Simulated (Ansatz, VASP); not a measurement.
# Two plane-wave programs on BeS4

```
Be S
1.0
     5.03975    0.00000    0.00000
     0.00000    5.03975    0.00000
     0.00000    0.00000    3.36784
Be S
1 4
Direct
  0.50000 0.50000 0.00000
  0.25352 0.25352 0.50000
  0.74648 0.74648 0.50000
  0.74648 0.25352 0.50000
  0.25352 0.74648 0.50000
```

Alike in both runs: functional PBE; k mesh 8 × 8 × 12; occupations gaussian, width 0.1 eV; no spin polarisation.

Ansatz relaxed the structure, and its values are those at the end. VASP's run is a single point on that final structure, the one shown.

|  | VASP | Ansatz |
| --- | --- | --- |
| version | VASP 6.6.1 | Ansatz 0.2.0 |
| potentials or method | VASP PAW PBE potentials, release 64 (Be, S), cutoff 520 eV | scalar-relativistic, plane waves, PAW |
| valence electrons in the cell | 26 | 26 |

```csv
,VASP,Ansatz,Ansatz less VASP
gap on the k mesh at the Fermi level (eV),none,none,-
pressure (GPa),-0.1,0.0,+0.14
rms of the force components (eV/Å),0.013,0.000,-0.0127
```

A gap of «none» marks a metal or a gap that the smearing closes.
